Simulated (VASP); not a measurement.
Input of a VASP 6.6.1 run:

File INCAR:

```
SYSTEM = Si62P
  PREC = Accurate
  ENCUT = 520
  EDIFF = 1E-6
  ISMEAR = 0
  SIGMA = 0.02
  LREAL = Auto
  LASPH = .TRUE.
  NELM = 150
  ALGO = Normal
  ISIF = 2
  LWAVE = .FALSE.
  LCHARG = .TRUE.
  ISPIN = 2
  MAGMOM = 0 0 0 0 0 0 0 0 0 0 0 0 0 0 0 0 0 0 0 0 0 0 0 0 0 0 0 0 0 0 0 0 0 0 0 0 0 0 0 0 0 0 0 0 0 0 0 0 0 0 0 0 0 0 0 0 0 0 0 0 0 0 0.06
  LORBIT = 11
  GGA = PE
  LELF = .TRUE.
  LVHAR = .TRUE.
  NBANDS = 168
  NELECT = 251.0
  LUSENCCL = .FALSE.
```

KPOINTS

```
regular mesh
0
G
  1 1 1
  0 0 0
```

Contents of POSCAR:

```
Si62P
1.0
   10.8600000000      0.0000000000      0.0000000000
    0.0000000000     10.8600000000      0.0000000000
    0.0000000000      0.0000000000     10.8600000000
Si P
62 1
Direct
    0.4989818600      0.0013023020      0.0002267035
    0.6257366483      0.1263054328      0.1252253223
    0.7519852670      0.2527838858     -0.0001777164
    0.8873858195      0.3792350829      0.1126824125
    0.7498823204      0.0002946593      0.2501910681
    0.8748458564      0.1263219153      0.3743330571
   -0.0003647330      0.0002412523      0.0004204420
    0.1239399632      0.1279230203      0.1226578269
    0.2427860958      0.2574445672     -0.0040651013
    0.3723022099      0.3763104052      0.1226569061
    0.4999915285      0.5006001842      0.0004138122
    0.6255156538      0.6254159300      0.1252108656
    0.7554765193      0.7447828729      0.0005697974
    0.8748147330      0.8747465930      0.1252385820
    0.2507553407      0.0011788214      0.2492232965
    0.3746243094      0.1256524862      0.3754072744
    0.4990924494      0.2495383057      0.2492366483
    0.6267586556      0.3761678637      0.3733253223
    0.7555043278      0.5007803867      0.2445563536
    0.8748226519      0.6254335175      0.3745504604
    0.4999029466      0.0003720074      0.5001744936
    0.6246755064      0.1256612339      0.6254465009
    0.7508580110      0.2495558932      0.5009950276
    0.8774374770      0.3763246777      0.6277863720
    0.7508627993      0.0012075506      0.7493274401
    0.8774347145      0.1279721915      0.8761294659
    0.1210209024      0.6129479742      0.1127563536
    0.2474621547      0.7482789134     -0.0001849908
    0.3739727440      0.8745298343      0.1251976980
    0.0002511050      0.2527816759      0.2480733886
    0.1251165746      0.3751302947      0.3752097606
    0.2474624309      0.5000045120      0.2480848066
    0.3739590239      0.6254260589      0.3743081031
    0.4999825967      0.7503714549      0.2501568140
    0.6248388582      0.8754159300      0.3752169429
   -0.0001596685      0.0013559853      0.5011244015
    0.1249717311      0.1294485267      0.6292582873
    0.2495476980      0.2507184162      0.5008305709
    0.3708953959      0.3753130755      0.6291610497
    0.4989849908      0.5004568140      0.5010662983
    0.6257347145      0.6254213628      0.6261068140
    0.7498817680      0.7503852670      0.5000931860
    0.8748542357      0.8745522099      0.6260871087
    0.2495460405      0.0010165746      0.7505220074
    0.3708762431      0.1293903315      0.8750906077
    0.4992408840      0.2507222836      0.7505083794
    0.6248610497      0.3751325967      0.8749437385
    0.7519774401      0.5000142726      0.7525905157
    0.8873523020      0.6129200737      0.8790180479
   -0.0005233886      0.7448215470      0.2446209945
    0.1241126151      0.8735871087      0.3733523941
   -0.0003628913      0.5006153775      0.5000545120
    0.1239380295      0.6228813996      0.6277106814
    0.2507398711      0.7494510129      0.5009547882
    0.3746192449      0.8756036832      0.6254470534
    0.0042021179      0.2575798343      0.7573930939
    0.2428255064      0.4961744936      0.7572068140
    0.3723155617      0.6228589319      0.8761250460
    0.4990918969      0.7494349908      0.7493358195
    0.6267501842      0.8735537753      0.8759410681
    0.0002452118      0.7482912523      0.7525666667
    0.1251143646      0.8753997238      0.8749368324
    0.0401438306      0.4600504604     -0.0401557090
```

Potentials or basis: VASP PAW PBE potentials, release 64 (Si, P).

Command:

```bash
$ cat potpaw_PBE.64/Si/POTCAR potpaw_PBE.64/P/POTCAR > POTCAR
$ mpirun -np 1 vasp_gam > vasp.out
```

Question: Predict the largest force.

Answer: 1.705 eV/Å.

Question: Estimate the net moment.

Answer: 0.99 μB per cell.

Question: Estimate the site moments.

Answer: Si +0.01, +0.00, +0.02 (each value once); P +0.04 μB.

Forces on the atoms (eV/Å):
```
Si   0.040 -0.040  0.036
Si   0.006  0.002 -0.034
Si  -0.014  0.005  0.025
Si   0.052 -0.009 -0.053
Si  -0.008 -0.017  0.009
Si   0.034  0.002 -0.005
Si  -0.005 -0.004  0.005
Si   0.006 -0.016 -0.016
Si   0.183 -0.182 -0.018
Si   0.016 -0.006 -0.016
Si   0.006  0.006  0.003
Si   0.036 -0.025 -0.025
Si   0.023 -0.022 -0.009
Si   0.026 -0.035 -0.026
Si   0.021 -0.012  0.010
Si   0.005 -0.006  0.008
Si   0.011 -0.022  0.010
Si   0.037 -0.010 -0.037
Si   0.022 -0.009 -0.022
Si   0.026 -0.026 -0.036
Si   0.005 -0.002 -0.004
Si  -0.008 -0.006 -0.006
Si  -0.010 -0.023 -0.012
Si   0.015 -0.007 -0.017
Si  -0.010 -0.012 -0.022
Si   0.015 -0.018 -0.006
Si   0.008 -0.055 -0.056
Si  -0.003  0.014  0.025
Si  -0.003 -0.006 -0.033
Si  -0.024  0.005  0.014
Si   0.008 -0.010 -0.013
Si  -0.004  0.025  0.015
Si  -0.002 -0.033 -0.006
Si   0.022  0.011  0.009
Si  -0.001 -0.001  0.001
Si  -0.036 -0.041 -0.041
Si  -0.009 -0.063 -0.063
Si  -0.021  0.021  0.004
Si   0.063  0.008 -0.062
Si   0.040  0.036 -0.039
Si   0.007 -0.033  0.001
Si  -0.008  0.011 -0.021
Si   0.034 -0.005  0.003
Si  -0.021  0.004  0.021
Si   0.063 -0.063  0.009
Si  -0.004  0.021  0.021
Si   0.012 -0.010 -0.008
Si  -0.015  0.025  0.005
Si   0.054 -0.054 -0.008
Si   0.009 -0.022 -0.023
Si   0.008 -0.039 -0.038
Si  -0.004  0.006 -0.005
Si   0.006 -0.016 -0.016
Si   0.021  0.009 -0.011
Si   0.005  0.007 -0.006
Si   0.019 -0.183 -0.184
Si   0.181 -0.019 -0.181
Si   0.016 -0.016 -0.006
Si   0.011  0.010 -0.022
Si   0.037 -0.038 -0.008
Si  -0.025  0.014  0.004
Si   0.008 -0.014 -0.008
P   -0.981  0.987  0.984
```

Caveat: the k points lie up to 0.58 Å⁻¹ apart; the cell carries a net charge on a neutralising background, which shifts energy and pressure.
